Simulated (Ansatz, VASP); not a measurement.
**One calculation of Al3Cu2, two programs**

Contents of INCAR:

```
SYSTEM = Al3Cu2
PREC = Accurate
ENCUT = 520
EDIFF = 1E-6
ISMEAR = 0
SIGMA = 0.15
LREAL = .False.
LASPH = .True.
NELM = 80
ALGO = Fast
ISIF = 2
LWAVE = .False.
LCHARG = .False.
GGA = PS
NBANDS = 24
```

Contents of KPOINTS:

```
regular mesh
0
Gamma
  12 12 10
  0 0 0
```

File POSCAR:

```
Al3Cu2
1.0
    4.1600643854      0.0000000000      0.0000000000
   -2.0800321927      3.6027214392      0.0000000000
    0.0000000000      0.0000000000      4.9821008425
Al Cu
3 2
Direct
    0.0000000000      0.0000000000      0.0000000000
    0.3333333333      0.6666666667      0.3515059809
    0.6666666667      0.3333333333      0.6484940191
    0.3333333333      0.6666666667      0.8422899817
    0.6666666667      0.3333333333      0.1577100183
```

Input for Ansatz:

```yaml
crystal:
  lattice:
    - [4.1600643854, 0.0, 0.0]
    - [-2.0800321927, 3.6027214392, 0.0]
    - [0.0, 0.0, 4.9821008425]
  atoms:
    - { symbol: Al, position: [0.0, 0.0, 0.0] }
    - { symbol: Al, position: [0.3333333333, 0.6666666667, 0.3515059809] }
    - { symbol: Al, position: [0.6666666667, 0.3333333333, 0.6484940191] }
    - { symbol: Cu, position: [0.3333333333, 0.6666666667, 0.8422899817] }
    - { symbol: Cu, position: [0.6666666667, 0.3333333333, 0.1577100183] }
basis:
  ecutwfc: 420
kpoints:
  mp_grid: { grid: [12, 12, 10] }
hamiltonian:
  xc: pbesol
scf:
  occupations: { method: gaussian, width: 0.15 }
output:
  forces: true
  stress: true
  eigenvalues: true
```

Change from the starting cell: strain +0.0150 x Voigt [1, 1, 0, 0, 0, 0], atoms carried along.

Alike in both runs: task single point; functional PBEsol; k mesh 12 × 12 × 10; occupations gaussian, width 0.15 eV; no spin polarisation.

```csv
,VASP,Ansatz
version,VASP 6.6.1,Ansatz 0.2.0
potentials or method,"VASP PAW PBE potentials, release 64 (Al, Cu), cutoff 520 eV","scalar-relativistic, plane waves, PAW"
valence electrons in the cell,31,47
```

|  | VASP | Ansatz | Ansatz less VASP |
| --- | --- | --- | --- |
| gap on the k mesh at the Fermi level (eV) | none | none | - |
| pressure (GPa) | -2.8 | -3.1 | -0.31 |
| traceless stress, the component that is largest in VASP (GPa) | 1.92 | 1.91 | -0.019 |
| rms of the force components (eV/Å) | 0.018 | 0.019 | +0.0010 |

VASP's potentials were made for PBE, not for PBEsol. Atom by atom the forces differ by 0.002 eV/Å (rms over components). A gap of «none» marks a metal or a gap that the smearing closes. VASP's potentials hold 31 valence electrons a cell and Ansatz's 47, so a difference there can come from the potentials and not from the codes.
